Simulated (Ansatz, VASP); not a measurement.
One calculation of Ti3W, two programs

```xyz
4
Lattice="3.9176 0.0000 0.0000 0.0000 3.9176 0.0000 0.0000 0.0000 3.9176" Properties=species:S:1:pos:R:3 pbc="T T T"
Ti    1.9588    0.0000    1.9588
Ti    0.0000    1.9588    1.9588
Ti    1.9588    1.9588    0.0000
W     0.0000    0.0000    0.0000
```

Alike in both runs: task relaxation of cell and atoms; functional PBE; k mesh 4 × 4 × 4; occupations gaussian, width 0.1 eV; no spin polarisation.

|  | VASP | Ansatz |
| --- | --- | --- |
| version | VASP 6.6.1 | Ansatz 0.2.0 |
| potentials or method | VASP PAW PBE potentials, release 64 (Ti_sv, W_sv), cutoff 600 eV | scalar-relativistic, plane waves, PAW |
| valence electrons in the cell | 50 | 50 |

Ansatz gave:

```
gap on the k mesh at the Fermi level, each at its own relaxed structure (eV) : none
relaxed volume (Å³/atom)                                                     : 16.84
relaxed cell length with the largest relative difference (Å)                 : 4.068
```

Question: Estimate VASP's values.

Answer: gap on the k mesh at the Fermi level, each at its own relaxed structure (eV): none; relaxed volume (Å³/atom): 16.82; relaxed cell length with the largest relative difference (Å): 4.068.

A gap of «none» marks a metal or a gap that the smearing closes.

The k mesh is coarse, so the values compare programs but aren't converged. Spin-orbit coupling is off throughout.
